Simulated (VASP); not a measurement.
Set up this calculation in VASP 6.6.1, as the native input.

| Item | Value |
| --- | --- |
| Task | single point |
| Functional | PBE |
| Potentials or basis | VASP PAW PBE potentials, release 64 (Ga_d, Sb) |
| Cutoff | 500 eV |
| k mesh | 6 × 6 × 6 |
| Occupations | gaussian, width 0.01 eV |
| Spin | no spin polarisation |
| Dipole correction | no |
| Further INCAR settings | ALGO = Normal; EDIFF = 1e-06; NBANDS = 16 |

The structure of GaSb lies in POSCAR:

```
GaSb
1.0
    0.0000000000      2.9965539066      2.9965539066
    2.9965539066      0.0000000000      2.9965539066
    2.9965539066      2.9965539066      0.0000000000
Ga Sb
1 1
Direct
    0.0000000000      0.0000000000      0.0000000000
    0.2500000000      0.2500000000      0.2500000000
```

One way to write it, as run:

INCAR

```
SYSTEM = GaSb
PREC = Accurate
ENCUT = 500
EDIFF = 1E-6
ISMEAR = 0
SIGMA = 0.01
LREAL = .FALSE.
LASPH = .TRUE.
NELM = 120
ALGO = Normal
ISIF = 2
LWAVE = .FALSE.
LCHARG = .TRUE.
GGA = PE
LELF = .TRUE.
LVHAR = .TRUE.
NBANDS = 16
GGA_COMPAT = .FALSE.
```

KPOINTS

```
regular mesh
0
G
  6 6 6
  0 0 0
```

Potentials or basis: VASP PAW PBE potentials, release 64 (Ga_d, Sb).

The run is started by

```sh
$ cat potpaw_PBE.64/Ga_d/POTCAR potpaw_PBE.64/Sb/POTCAR > POTCAR
$ mpirun -np 1 vasp_std > vasp.out
```

It gave:

The pressure is 6.3 GPa. The band gap on the k mesh is 0.49 eV, direct.

Caveat: spin-orbit coupling is left out, which moves the levels of the heavy elements.

It took 15 s on 1 thread of Intel(R) Xeon(R) Platinum 8488C (Sapphire Rapids), on a shared host, peak memory 0.17 GiB.
